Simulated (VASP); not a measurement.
Set up this calculation in VASP 6.6.1, as the native input.

```
Task                   : single point
Functional             : r2SCAN
Potentials or basis    : VASP PAW PBE potentials, release 64 (W_sv, C)
Cutoff                 : 520 eV
k mesh                 : 24 × 24 × 22
Occupations            : gaussian, width 0.15 eV
Spin                   : no spin polarisation
Dipole correction      : no
Further INCAR settings : ALGO = Normal; EDIFF = 1e-07; NBANDS = 16
```

The system is WC.

```
W C
1.0
     2.91209    0.00000    0.00000
    -1.45605    2.52195    0.00000
     0.00000    0.00000    2.96383
W C
1 1
Cartesian
  0.0000 0.0000 0.0000
  1.4560 0.8406 1.4819
```

This cell differs from its parent crystal: strain +0.0450 x Voigt [0, 0, 1, 0, 0, 0].

The input as run:

POSCAR

```
WC
1.0
    2.9120947902      0.0000000000      0.0000000000
   -1.4560473951      2.5219480665      0.0000000000
    0.0000000000      0.0000000000      2.9638289529
W C
1 1
Direct
    0.0000000000      0.0000000000      0.0000000000
    0.6666666667      0.3333333333      0.5000000000
```

INCAR.step1

```
SYSTEM = WC
PREC = Accurate ; ENCUT = 520
ISMEAR = 0 ; SIGMA = 0.15
LREAL = .FALSE. ; LASPH = .TRUE.
NELM = 60 ; NBANDS = 16
GGA = PE ; ALGO = Normal
EDIFF = 1E-4 ; LWAVE = .TRUE.
LCHARG = .FALSE.
```

INCAR.step2

```
SYSTEM = WC
PREC = Accurate ; ENCUT = 520
EDIFF = 1E-7 ; ISMEAR = 0
SIGMA = 0.15 ; LREAL = .FALSE.
LASPH = .TRUE. ; NELM = 60
ALGO = Normal ; ISIF = 2
LWAVE = .FALSE. ; LCHARG = .TRUE.
METAGGA = R2SCAN ; LMIXTAU = .TRUE.
LELF = .TRUE. ; LVHAR = .TRUE.
NBANDS = 16 ; ISTART = 1
```

KPOINTS

```
regular mesh
0
G
  24 24 22
  0 0 0
```

Potentials or basis: VASP PAW PBE potentials, release 64 (W_sv, C).

Command:

```sh
$ cat potpaw_PBE.64/W_sv/POTCAR potpaw_PBE.64/C/POTCAR > POTCAR
$ cp INCAR.step1 INCAR
$ mpirun -np 1 vasp_std > vasp.out
$ cp INCAR.step2 INCAR
$ mpirun -np 1 vasp_std > vasp.out
```

Results of the run:

* Pressure: -15.8 GPa
* Band gap on the k mesh: zero (bands 9 and 10 overlap by 1.19 eV)

Caveat: the cell differs from its parent crystal (strain +0.0450 x Voigt [0, 0, 1, 0, 0, 0]); the cell stands under tension; the PAW data sets were made with another functional, which shifts forces and pressure a little; spin-orbit coupling is left out, which moves the levels of the heavy elements.

It took 12 min on 1 thread of Intel Xeon 8259CL (shared host), peak memory 0.36 GiB.
